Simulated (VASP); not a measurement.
SiC (kn), 2 atoms in the cell. The structure is cubic, space group F-43m (No. 216). Conventional cell: a = 4.357 Å, b = 4.357 Å, c = 4.357 Å, α = 90.00°, β = 90.00°, γ = 90.00°. Si (site symmetry -43m) has 4 C at 1.89 Å within 2.5 Å. Within 2.5 Å of C (site symmetry -43m) lie 4 Si at 1.89 Å. 

```yaml
Program: VASP 6.6.1
Task: single point
Functional: PBEsol
Potentials_or_basis: VASP PAW PBE potentials, release 64 (Si, C)
Cutoff: 600 eV
k_mesh: 8 × 8 × 8
Occupations: gaussian, width 0.02 eV
Spin: no spin polarisation
Dipole_correction: no
Further_INCAR_settings: ALGO = Normal; EDIFF = 1e-06; NBANDS = 11
```

Potentials or basis: VASP PAW PBE potentials, release 64 (Si, C).

The run is started by

```bash
$ cat potpaw_PBE.64/Si/POTCAR potpaw_PBE.64/C/POTCAR > POTCAR
$ mpirun -np 1 vasp_std > vasp.out
```

Hardware: 1 thread of Intel(R) Xeon(R) 6975P-C (Granite Rapids) (shared host).

Estimate the wall time of this run.

It took 8.1 s on 1 thread of Intel(R) Xeon(R) 6975P-C (Granite Rapids) (shared host), peak memory 0.14 GiB. Counts: scf iterations 12, k points 29.
